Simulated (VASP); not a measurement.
Write the native input for VASP 6.6.1 that does the following.

- Task: single point
- Functional: LDA
- Potentials or basis: VASP PAW LDA potentials, release 64 (Al, Au)
- Cutoff: 520 eV
- k mesh: 16 × 16 × 16
- Occupations: gaussian, width 0.15 eV
- Spin: no spin polarisation
- Dipole correction: no
- Further INCAR settings: ALGO = Fast; EDIFF = 1e-06; NBANDS = 20

The structure of AlAu2 lies in POSCAR:

```
AlAu2
1.0
   -1.6027500000      1.6027500000      4.5596000000
    1.6027500000     -1.6027500000      4.5596000000
    1.6027500000      1.6027500000     -4.5596000000
Al Au
1 2
Direct
    0.0000000000      0.0000000000      0.0000000000
    0.6570428093      0.6570428093      0.0000000000
    0.3429571907      0.3429571907      0.0000000000
```

These files were run (other wordings do the same):

INCAR

```
ALGO     = Fast           # electronic algorithm
EDIFF    = 1E-6           # SCF threshold, eV
ENCUT    = 520            # plane-wave cutoff, eV
ISIF     = 2              # what is computed and relaxed
ISMEAR   = 0              # smearing method
LASPH    = True           # aspherical terms in the spheres
LCHARG   = False          # write CHGCAR
LREAL    = False          # projectors in reciprocal space
LWAVE    = False          # write WAVECAR
NBANDS   = 20             # bands
NELM     = 60             # most SCF steps
PREC     = Accurate       # precision mode
SIGMA    = 0.15           # smearing width, eV
```

KPOINTS

```
k-points
0
Gamma
  16 16 16
```

Potentials or basis: VASP PAW LDA potentials, release 64 (Al, Au).

The run is started by

```sh
$ cat potpaw_LDA.64/Al/POTCAR potpaw_LDA.64/Au/POTCAR > POTCAR
$ mpirun -np 1 vasp_std > vasp.out
```

It gave:

```json
{
 "Pressure": "1.2 GPa",
 "Largest force": "0.532 eV/Å"
}
```

Wall time 5.6 min on 1 thread of AMD EPYC 9R45 96-Core Processor (Zen 5), with other jobs on the host, peak memory 0.4 GiB.
